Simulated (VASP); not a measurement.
Runs of VASP 6.6.1 on LaSb. The structure is cubic, space group Fm-3m (No. 225). The conventional cell has a = 6.490 Å, b = 6.490 Å, c = 6.490 Å, α = 90.00°, β = 90.00°, γ = 90.00°. Within 4.3 Å of La (site symmetry m-3m) lie 6 Sb at 3.25 Å. Within 4.3 Å of Sb (site symmetry m-3m) lie 6 La at 3.25 Å. 

| k mesh | gap on the mesh (eV) | pressure (GPa) |
| --- | --- | --- |
| 4 × 4 × 4 | none | (a) |
| 2 × 2 × 2 | none | -2.3 |
| 6 × 6 × 6 | none | -2.2 |
| 3 × 3 × 3 | none | -2.0 |
| 5 × 5 × 5 | none | -2.2 |
| 7 × 7 × 7 | none | -2.2 |

Alike in all rows: task single point; level LDA; potentials or basis VASP PAW LDA potentials, release 64 (La, Sb); no spin polarisation; cell as given; cutoff (eV) 500; smearing gaussian 0.1 eV.

Problem. Fill in the values left out.

Solution. (a) -2.1.

Caveats: some runs use coarse meshes; spin-orbit coupling is left out, which moves the levels of the heavy elements.

A k mesh can miss the band edges, and the runs leave out spin-orbit coupling on La, Sb.

A gap of «none» marks levels without a gap at the run's occupations.
